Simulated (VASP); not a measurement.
A run of VASP 6.6.1:

POSCAR

```
ZrB
1.0
    0.0000000000      2.4348303887      2.4348303887
    2.4348303887      0.0000000000      2.4348303887
    2.4348303887      2.4348303887      0.0000000000
Zr B
1 1
Direct
    0.5000000000      0.5000000000      0.5000000000
    0.0000000000      0.0000000000      0.0000000000
```

The input INCAR.step1:

```
ALGO = Normal
EDIFF = 1E-5
ENCUT = 550
GGA = PE
GGA_COMPAT = False
ISMEAR = 0
LASPH = True
LCHARG = False
LREAL = False
LWAVE = True
NBANDS = 14
NELM = 120
PREC = Accurate
SIGMA = 0.05
```

The input INCAR.step2:

```
ALGO = Normal
BPARAM = 11.95
CPARAM = 0.0093
EDIFF = 1E-6
ENCUT = 550
GGA_COMPAT = False
ISIF = 2
ISMEAR = 0
ISTART = 1
IVDW_NL = 2
LASPH = True
LCHARG = False
LMIXTAU = True
LREAL = False
LUSE_VDW = True
LWAVE = False
METAGGA = R2SCAN
NBANDS = 14
NELM = 120
PREC = Accurate
SIGMA = 0.05
```

KPOINTS

```
k-points
0
Gamma
  8 8 8
```

Potentials or basis: VASP PAW PBE potentials, release 64 (Zr_sv, B).

Launch:

```console
$ cat potpaw_PBE.64/Zr_sv/POTCAR potpaw_PBE.64/B/POTCAR > POTCAR
$ cp INCAR.step1 INCAR
$ mpirun -np 1 vasp_std > vasp.out
$ cp INCAR.step2 INCAR
$ mpirun -np 1 vasp_std > vasp.out
```

Hardware: 1 thread of Intel(R) Xeon(R) Platinum 8488C (Sapphire Rapids) (shared host).

Q: How long does it take, and how much memory?

A: Wall time 80 s on 1 thread of Intel(R) Xeon(R) Platinum 8488C (Sapphire Rapids) (shared host), peak memory 0.26 GiB. Counts: k points 29.
